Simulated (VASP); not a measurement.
# Ni (Fm-3m) in VASP: a series of runs, part 2 of 2

VASP 6.6.1. The steps go on from the part before.

## 3. Single point, LDA, collinear spin, ferromagnetic start (8.23 Å³/atom)

INCAR reads:

```
  ALGO = Fast
  EDIFF = 1E-6
  ENCUT = 520
  ISIF = 2
  ISMEAR = 0
  ISPIN = 2
  LASPH = True
  LCHARG = True
  LELF = True
  LMAXMIX = 4
  LORBIT = 11
  LREAL = False
  LVHAR = True
  LWAVE = False
  MAGMOM = 0.625
  NBANDS = 15
  NELM = 150
  NUPDOWN = 0.625
  PREC = Accurate
  SIGMA = 0.15
```

KPOINTS reads:

```
k-points
0
Gamma
  24 24 24
```

POSCAR reads:

```
Ni
1.0
    0.0000000000      1.6024052366      1.6024052366
    1.6024052366      0.0000000000      1.6024052366
    1.6024052366      1.6024052366      0.0000000000
Ni
1
Direct
    0.0000000000      0.0000000000      0.0000000000
```

Potentials or basis: VASP PAW LDA potentials, release 64 (Ni).

Started as:

```console
$ cat potpaw_LDA.64/Ni/POTCAR > POTCAR
$ mpirun -np 1 vasp_std > vasp.out
```

OUTCAR:

```text
EDIFF = 1E-6
   ENCUT = 520
   ISIF = 2
   ISMEAR = 0
   ISPIN = 2
   LASPH = True
   LORBIT = 11
   LREAL = False
   NELM = 150
   NUPDOWN = 0.625
   PREC = Accurate

 ion  position               nearest neighbor table
   1  0.000  0.000  0.000-

  LATTYP: Found a face centered cubic cell.
 ALAT       =     3.2048104732

  Lattice vectors:

 A1 = (   0.0000000000,   1.6024052366,   1.6024052366)
 A2 = (   1.6024052366,   0.0000000000,   1.6024052366)
 A3 = (   1.6024052366,   1.6024052366,   0.0000000000)

Analysis of symmetry for initial positions (statically):
=====================================================================
 Subroutine PRICEL returns:
 Original cell was already a primitive cell.

 Routine SETGRP: Setting up the symmetry group for a
 face centered cubic supercell.

 Subroutine GETGRP returns: Found 48 space group operations
 (whereof 48 operations were pure point group operations)
 out of a pool of 48 trial point group operations.

The static configuration has the point symmetry O_h .

Analysis of symmetry for dynamics (positions and initial velocities):
=====================================================================
 Subroutine PRICEL returns:
 Original cell was already a primitive cell.

 Routine SETGRP: Setting up the symmetry group for a
 face centered cubic supercell.

 Subroutine GETGRP returns: Found 48 space group operations
 (whereof 48 operations were pure point group operations)
 out of a pool of 48 trial point group operations.

The dynamic configuration has the point symmetry O_h .

Analysis of structural, dynamic, and magnetic symmetry:
=====================================================================
 Subroutine PRICEL returns:
 Original cell was already a primitive cell.

 Routine SETGRP: Setting up the symmetry group for a
 face centered cubic supercell.

 Subroutine GETGRP returns: Found 48 space group operations
 (whereof 48 operations were pure point group operations)
 out of a pool of 48 trial point group operations.

The overall configuration has the point symmetry O_h .

 Subroutine INISYM returns: Found 48 space group operations
 (whereof 48 operations are pure point group operations),
 and found     1 'primitive' translations

----------------------------------------------------------------------------------------

                                     Primitive cell

  volume of cell :       8.2290

  direct lattice vectors                    reciprocal lattice vectors
     0.000000000  1.602405237  1.602405237    -0.312030932  0.312030932  0.312030932
     1.602405237  0.000000000  1.602405237     0.312030932 -0.312030932  0.312030932
     1.602405237  1.602405237  0.000000000     0.312030932  0.312030932 -0.312030932

  length of vectors
     2.266143218  2.266143218  2.266143218     0.540453428  0.540453428  0.540453428

  position of ions in fractional coordinates (direct lattice)
     0.000000000  0.000000000  0.000000000

  ion indices of the primitive-cell ions
   primitive index   ion index
                 1           1

----------------------------------------------------------------------------------------

 KPOINTS: k-points

Automatic generation of k-mesh.
 Grid dimensions read from file:
 generate k-points for:   24   24   24

 Generating k-lattice:
[... 71 lines left out ...]
   TEBEG  =    0.0;   TEEND  =   0.0 temperature during run
   PSTRESS=    0.0 pullay stress
   NELECT =      10.0000    total number of electrons
   NUPDOWN=       0.6250    fix difference up-down
   EMIN   =  10.00;   EMAX   =-10.00  energy-range for DOS
   EFERMI =   0.00;   METHOD = LEGACY
   ISMEAR =     0;   SIGMA  =   0.15  broadening in eV -4-tet -1-fermi 0-gaus
   EFERMI_NEDOS =   21; number of points for ismear=-14 and -15
   IALGO  =     68    algorithm
   IMIX   =      4    mixing-type and parameters
     AMIX     =   0.40;   BMIX     =  1.00
     AMIX_MAG =   1.60;   BMIX_MAG =  1.00
  volume/ion in A,a.u.               =       8.23        55.53
  Fermi-wavevector in a.u.,A,eV,Ry     =   1.746998  3.301348 41.525022  3.052003
  Thomas-Fermi vector in A             =   2.818384
   LORBIT       =     11    0 simple, 1 ext, 2 COOP (PROOUT), +10 PAW based schemes
   GGA     = CA    functional components
   LHFCALC =     F    Hartree Fock is set to
   AEXX    =    0.0000 exact exchange contribution
   IVDW    =     0    specifies the selected vdW correction
   LEPSILON=     F    determine dielectric tensor
   LRPA    =     F    only Hartree local field effects (RPA)
 spin polarized calculation
 RMM-DIIS sequential band-by-band and
 Gauss-broadening in eV      SIGMA  =   0.15
  energy-cutoff  :      520.00
  volume of cell :        8.23
 maximum number of plane-waves:       230
 NGX is ok and might be reduce to    18
   NGX =  9   NGY =  9   NGZ =  9

 number of electron      10.0000004 magnetization       0.6250000

 Free energy of the ion-electron system (eV)
  ---------------------------------------------------
  ext. energy  EPLUGINS =         0.00000000
  ---------------------------------------------------
  free energy    TOTEN  =        -6.20663117 eV

  energy without entropy =       -6.19191170  energy(sigma->0) =       -6.19927143

 E-fermi :  13.6596     XC(G=0): -15.3505

 val. band max:       13.9712317020   @ k =   0.4167   0.3333   0.0833
 cond. band min:      13.6617202163   @ k =   0.4167   0.2917   0.0417
 fundamental gap:     -0.3095114857
 Fermi energy:        13.9723176932

 spin component 1

 k-point     1 :       0.0000    0.0000    0.0000
  band No.  band energies     occupation
      1       2.5738      1.00000
      2      10.4107      1.00000
      3      10.4107      1.00000
      4      10.4107      1.00000
      5      12.1362      1.00000
      6      12.1362      1.00000
      7      39.6799      0.00000
      8      45.7530      0.00000
      9      45.7530      0.00000
     10      45.7530      0.00000
     11      50.2526      0.00000
     12      50.2526      0.00000
     13      50.2526      0.00000
     14      52.2563      0.00000
[... 403 lines left out ...]
      4      11.9713      1.00000
      5      13.1882      1.00000
      6      13.5724      0.99992
      7      22.5021      0.00000
      8      38.0080      0.00000
      9      42.3334      0.00000
     10      43.2329      0.00000
     11      47.0194      0.00000
     12      47.7023      0.00000
     13      54.4662      0.00000
     14      59.3573      0.00000
     15      65.9141      0.00000

 [... further k-points ...]

 spin component 2

 k-point     1 :       0.0000    0.0000    0.0000
  band No.  band energies     occupation
      1       2.6561      1.00000
      2      11.0420      1.00000
      3      11.0420      1.00000
      4      11.0420      1.00000
      5      12.7292      1.00000
      6      12.7292      1.00000
      7      39.7120      0.00000
      8      45.8232      0.00000
      9      45.8232      0.00000
     10      45.8232      0.00000
     11      50.4711      0.00000
     12      50.4711      0.00000
     13      50.4711      0.00000
     14      52.2772      0.00000
[... 403 lines left out ...]
      4      12.2367      1.00000
      5      13.8694      0.02397
      6      14.1201      0.00001
      7      22.8986      0.00000
      8      38.0424      0.00000
      9      42.4997      0.00000
     10      43.3929      0.00000
     11      47.1886      0.00000
     12      47.8667      0.00000
     13      54.9032      0.00000
     14      60.5679      0.00000
     15      66.1160      0.00000

 [... further k-points ...]

------------------------ aborting loop because EDIFF is reached ----------------------------------------

  FORCE on cell =-STRESS in cart. coord.  units (eV):
  Direction    XX          YY          ZZ          XY          YZ          ZX
  --------------------------------------------------------------------------------------
  -------------------------------------------------------------------------------------
  Total        4.1994734      4.1994734      4.1994734     -0.0000000      0.0000000     -0.0000000
  in kB      817.6328865    817.6328865    817.6328865     -0.0000000      0.0000000     -0.0000000
  external PRESSURE =     817.6328865 kB  Pullay stress =       0.0000000 kB

 VOLUME and BASIS-vectors are now :
 -----------------------------------------------------------------------------
  energy-cutoff  :      520.00
  volume of cell :        8.23
      direct lattice vectors                 reciprocal lattice vectors
     0.000000000  1.602405237  1.602405237    -0.312030932  0.312030932  0.312030932
     1.602405237  0.000000000  1.602405237     0.312030932 -0.312030932  0.312030932
     1.602405237  1.602405237  0.000000000     0.312030932  0.312030932 -0.312030932

 POSITION                                       TOTAL-FORCE (eV/Angst)
 -----------------------------------------------------------------------------------
      0.00000      0.00000      0.00000         0.000000      0.000000      0.000000
 -----------------------------------------------------------------------------------
    total drift:                                0.000000     -0.000000     -0.000000

  FREE ENERGIE OF THE ION-ELECTRON SYSTEM (eV)
  ---------------------------------------------------
  free  energy   TOTEN  =        -6.2066311676 eV

  energy  without entropy=       -6.1919116960  energy(sigma->0) =       -6.19927143

 total charge

# of ion       s       p       d       tot
------------------------------------------
    1        0.644   0.808   8.524   9.977

 magnetization (x)

# of ion       s       p       d       tot
------------------------------------------
    1       -0.002  -0.013   0.628   0.612
```

OSZICAR:

```text
N       E                     dE             d eps       ncg     rms          rms(c)
DAV:   1     0.317839244407E+02    0.31784E+02   -0.41194E+03 27141   0.923E+02
DAV:   2    -0.601603085289E+01   -0.37800E+02   -0.35092E+02 27881   0.171E+02
DAV:   3    -0.724506375700E+01   -0.12290E+01   -0.12206E+01 30709   0.300E+01
DAV:   4    -0.724945088746E+01   -0.43871E-02   -0.43868E-02 30639   0.174E+00
DAV:   5    -0.724946884386E+01   -0.17956E-04   -0.17956E-04 31231   0.106E-01    0.148E+01
RMM:   6    -0.636481830944E+01    0.88465E+00   -0.91675E-01 33590   0.102E+01    0.547E+00
RMM:   7    -0.624658158811E+01    0.11824E+00   -0.66374E-02 33836   0.259E+00    0.356E+00
RMM:   8    -0.620869508908E+01    0.37886E-01   -0.30205E-03 34727   0.402E-01    0.105E+00
RMM:   9    -0.620702508582E+01    0.16700E-02   -0.40167E-04 35245   0.201E-01    0.234E-01
RMM:  10    -0.620664085050E+01    0.38424E-03   -0.15885E-04 33953   0.137E-01    0.369E-02
RMM:  11    -0.620662920780E+01    0.11643E-04   -0.46178E-05 35310   0.743E-02    0.264E-02
RMM:  12    -0.620663105407E+01   -0.18463E-05   -0.64777E-06 33495   0.205E-02    0.315E-03
RMM:  13    -0.620663116760E+01   -0.11353E-06   -0.82015E-07 24132   0.709E-03
   1 F= -.62066312E+01 E0= -.61992714E+01  d E =-.147195E-01  mag=     0.6250
```

stdout:

```text
POSCAR found type information on POSCAR Ni
 POSCAR found :  1 types and       1 ions
 scaLAPACK will be used
 LDA part: xc-table for (Slater(with rela. corr.)+CA(PZ))
 , standard interpolation
 POSCAR, INCAR and KPOINTS ok, starting setup
 FFT: planning ... GRIDC
 FFT: planning ... GRID_SOFT
 FFT: planning ... GRID
 WAVECAR not read
 entering main loop
WARNING in EDDRMM: call to ZHEGV failed, returncode =   8  4     12
WARNING in EDDRMM: call to ZHEGV failed, returncode =   6  3      9
WARNING in EDDRMM: call to ZHEGV failed, returncode =   8  4     12
WARNING in EDDRMM: call to ZHEGV failed, returncode =   8  4     13
WARNING in EDDRMM: call to ZHEGV failed, returncode =   8  4     12
WARNING in EDDRMM: call to ZHEGV failed, returncode =   6  3     12
```

Wall time 1.8 min (1 thread of Intel Xeon Platinum 8259CL at 2.50GHz (Skylake/Cascade Lake), shared host); peak memory 0.18 GiB.

Results:

```yaml
Free_energy: -6.2066 eV
Pressure: 81.8 GPa
Net_moment: 0.62 μB per cell
Site_moments: Ni +0.61 μB
Valence_electrons_inside_the_program's_atomic_spheres: Ni 9.98
```

Caveat: the cell stands under pressure; the total moment is fixed, so each spin has its own Fermi level and the state may be an excited one.

## 4. Single point, LDA, collinear spin, ferromagnetic start (8.23 Å³/atom)

INCAR reads:

```
SYSTEM = Ni
ALGO = Normal
EDIFF = 1E-7
ENCUT = 520
ISIF = 2
ISMEAR = 0
ISPIN = 2
LASPH = .TRUE.
LCHARG = .FALSE.
LMAXMIX = 4
LORBIT = 11
LREAL = .FALSE.
LWAVE = .FALSE.
MAGMOM = 0.875
NBANDS = 15
NELM = 150
NUPDOWN = 0.875
PREC = Accurate
SIGMA = 0.15
```

KPOINTS reads:

```
k-points
0
G
  24 24 24
  0 0 0
```

POSCAR is that of step 3.

Started as:

```console
$ cat potpaw_LDA.64/Ni/POTCAR > POTCAR
$ mpirun -np 1 vasp_std > vasp.out
```

It took 97 s on 1 thread of Intel Xeon Platinum 8259CL at 2.50GHz (Skylake/Cascade Lake), shared host; peak memory 0.18 GiB.

The run converged. Its results:

| Item | Value |
| --- | --- |
| Free energy | -6.1104 eV |
| Pressure | 85.6 GPa |
| Net moment | 0.88 μB per cell |
| Site moments | Ni +0.86 μB |
| Valence electrons inside the program's atomic spheres | Ni 9.97 |

Caveat: the cell stands under pressure; the total moment is fixed, so each spin has its own Fermi level and the state may be an excited one.

## 5. Single point, LDA, collinear spin, ferromagnetic start (8.83 Å³/atom)

This run uses another cell than the first one, of 8.83 Å³/atom.

INCAR reads:

```
PREC     = Accurate       # precision mode
ENCUT    = 520            # plane-wave cutoff, eV
EDIFF    = 1E-6           # SCF threshold, eV
ISMEAR   = 0              # smearing method
SIGMA    = 0.15           # smearing width, eV
LREAL    = False          # projectors in reciprocal space
LASPH    = True           # aspherical terms in the spheres
NELM     = 150            # most SCF steps
ALGO     = Normal         # electronic algorithm
ISIF     = 2              # what is computed and relaxed
LWAVE    = False          # write WAVECAR
LCHARG   = False          # write CHGCAR
ISPIN    = 2              # spin polarisation
MAGMOM   = 1              # initial moments
LORBIT   = 11             # projections on sites
NUPDOWN  = 1.0            # fixed moment
LMAXMIX  = 4              # l up to which the mixer works
NBANDS   = 15             # bands
```

KPOINTS reads:

```
Automatic mesh
0
Gamma
  24 24 24
```

POSCAR reads:

```
Ni
1.0
    0.0000000000      1.6405644498      1.6405644498
    1.6405644498      0.0000000000      1.6405644498
    1.6405644498      1.6405644498      0.0000000000
Ni
1
Direct
    0.0000000000      0.0000000000      0.0000000000
```

Started as:

```console
$ cat potpaw_LDA.64/Ni/POTCAR > POTCAR
$ mpirun -np 1 vasp_std > vasp.out
```

Wall time 1.7 min (1 thread of Intel Xeon Platinum 8259CL at 2.50GHz (Skylake/Cascade Lake), shared host); peak memory 0.19 GiB.

The run converged. Its results:

```
Free energy                                           : -6.2709 eV
Pressure                                              : 50.3 GPa
Net moment                                            : 1.00 μB per cell
Site moments                                          : Ni +0.98 μB
Valence electrons inside the program's atomic spheres : Ni 9.77
```

Caveat: the cell stands under pressure; the total moment is fixed, so each spin has its own Fermi level and the state may be an excited one.

## 6. Single point, LDA, collinear spin, ferromagnetic start (8.83 Å³/atom)

This run uses another cell than the first one, of 8.83 Å³/atom.

INCAR reads:

```
SYSTEM = Ni
PREC     = Accurate       ! precision mode
ENCUT    = 520            ! plane-wave cutoff, eV
EDIFF    = 1E-6           ! SCF threshold, eV
ISMEAR   = 0              ! smearing method
SIGMA    = 0.15           ! smearing width, eV
LREAL    = .FALSE.        ! projectors in reciprocal space
LASPH    = .TRUE.         ! aspherical terms in the spheres
NELM     = 150            ! most SCF steps
ALGO     = Normal         ! electronic algorithm
ISIF     = 2              ! what is computed and relaxed
LWAVE    = .FALSE.        ! write WAVECAR
LCHARG   = .TRUE.         ! write CHGCAR
ISPIN    = 2              ! spin polarisation
MAGMOM   = 0.75           ! initial moments
LORBIT   = 11             ! projections on sites
NUPDOWN  = 0.75           ! fixed moment
LMAXMIX  = 4              ! l up to which the mixer works
LELF     = .TRUE.         ! ELF
LVHAR    = .TRUE.       
NBANDS   = 15             ! bands
```

KPOINTS reads:

```
regular mesh
0
G
  24 24 24
  0 0 0
```

POSCAR is that of step 5.

Potentials or basis: VASP PAW LDA potentials, release 64 (Ni).

Started as:

```console
$ cat potpaw_LDA.64/Ni/POTCAR > POTCAR
$ mpirun -np 1 vasp_std > vasp.out
```

Wall time 100 s (1 thread of Intel Xeon Platinum 8259CL at 2.50GHz (Skylake/Cascade Lake), shared host); peak memory 0.19 GiB.

It converged, with:

| Property | Result |
| --- | --- |
| Free energy | -6.4114 eV |
| Pressure | 45.7 GPa |
| Net moment | 0.75 μB per cell |
| Site moments | Ni +0.74 μB |
| Valence electrons inside the program's atomic spheres | Ni 9.77 |

Caveat: the cell stands under pressure; the total moment is fixed, so each spin has its own Fermi level and the state may be an excited one.

## 7. Summary

```csv
fixed moment (μB),cell,pressure (GPa),moment (μB)
0.375,"a = 2.266 Å, angles 60.0°, 1 atom",79.9,0.38
0.625,"a = 2.266 Å, angles 60.0°, 1 atom",81.8,0.62
0.875,"a = 2.266 Å, angles 60.0°, 1 atom",85.6,0.88
1.0,"a = 2.320 Å, angles 60.0°, 1 atom",50.3,1.00
0.75,"a = 2.320 Å, angles 60.0°, 1 atom",45.7,0.75
```

Alike in all rows: task single point; level LDA; potentials or basis VASP PAW LDA potentials, release 64 (Ni); spin collinear, ferromagnetic start; k mesh 24 × 24 × 24; cutoff (eV) 520; smearing gaussian 0.15 eV.

Caveats: the cell stands under pressure; the total moment is fixed, so each spin has its own Fermi level and the state may be an excited one.

Total energies depend on the potentials used, so only differences within one code and one set of settings carry meaning.
